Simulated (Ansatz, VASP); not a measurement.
KI: VASP beside Ansatz

Contents of INCAR:

```
SYSTEM = KI
PREC = Accurate ; ENCUT = 520
EDIFF = 1E-6 ; ISMEAR = 0
SIGMA = 0.01 ; LREAL = .FALSE.
LASPH = .TRUE. ; NELM = 80
ALGO = Normal ; ISIF = 2
LWAVE = .FALSE. ; LCHARG = .FALSE.
GGA = PS ; NBANDS = 15
```

KPOINTS

```
Automatic mesh
0
G
  4 4 4
  0 0 0
```

The input POSCAR:

```
KI
1.0
    0.0000000000      3.9658942823      3.9658942823
    3.9658942823      0.0000000000      3.9658942823
    3.9658942823      3.9658942823      0.0000000000
K I
1 1
Direct
    0.0000000000      0.0000000000      0.0000000000
    0.2500000000      0.2500000000      0.2500000000
```

Input for Ansatz:

```yaml
crystal:
  lattice:
    - [0.0, 3.9658942823, 3.9658942823]
    - [3.9658942823, 0.0, 3.9658942823]
    - [3.9658942823, 3.9658942823, 0.0]
  atoms:
    - { symbol: K, position: [0.0, 0.0, 0.0] }
    - { symbol: I, position: [0.25, 0.25, 0.25] }
kpoints:
  mp_grid: { grid: [4, 4, 4] }
hamiltonian:
  xc: pbesol
scf:
  occupations: { method: fixed }
  n_extra_bands: 4
output:
  forces: true
  stress: true
  eigenvalues: true
```

Alike in both runs: task single point; functional PBEsol; k mesh 4 × 4 × 4; no spin polarisation.

|  | VASP | Ansatz |
| --- | --- | --- |
| version | VASP 6.6.1 | Ansatz 0.2.0 |
| potentials or method | VASP PAW PBE potentials, release 64 (K_sv, I) | plane waves, PAW |
| plane-wave cutoff (eV) | 520 | 420 |
| occupations | gaussian, width 0.01 eV | fixed |
| valence electrons in the cell | 16 | 26 |

Ansatz gave:

* gap on the k mesh at the Fermi level (eV): 3.94
* pressure (GPa): -0.2

**Question.** Estimate VASP's values.

**Answer.** gap on the k mesh at the Fermi level (eV): 3.93; pressure (GPa): -0.2.

VASP's potentials were made for PBE, not for PBEsol. VASP's potentials hold 16 valence electrons a cell and Ansatz's 26, so a difference there can come from the potentials and not from the codes.

Spin-orbit coupling is off throughout.
